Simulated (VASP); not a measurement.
Pt:

```
CELL_PARAMETERS angstrom
0.00000 1.98793 1.98793
1.98793 0.00000 1.98793
1.98793 1.98793 0.00000
ATOMIC_POSITIONS crystal
Pt 0.00000 0.00000 0.00000
```

Base run:

| Property | Result |
| --- | --- |
| Program | VASP 6.6.1 |
| Functional | PBEsol |
| Potentials or basis | VASP PAW PBE potentials, release 64 (Pt) |
| Cutoff | 520 eV |
| k mesh | 22 × 22 × 22 |
| Occupations | gaussian, width 0.15 eV |
| Spin | collinear spin, ferromagnetic start |
| Starting moments | [0.35] μB |
| Fixed moment | 0.35 μB |

Its results: pressure -11.0 GPa; site moments Pt +0.35 μB.

Problem. The run is repeated on the same cell with these changes: fixed moment from 0.35 μB to 0.5 μB; moments at the start from [0.35] to [0.5]. What comes out?

Solution. Pressure -10.4 GPa; site moments Pt +0.50 μB.

Caveats: the PAW data sets were made with another functional, which shifts forces and pressure a little; the total moment is fixed, so each spin has its own Fermi level.
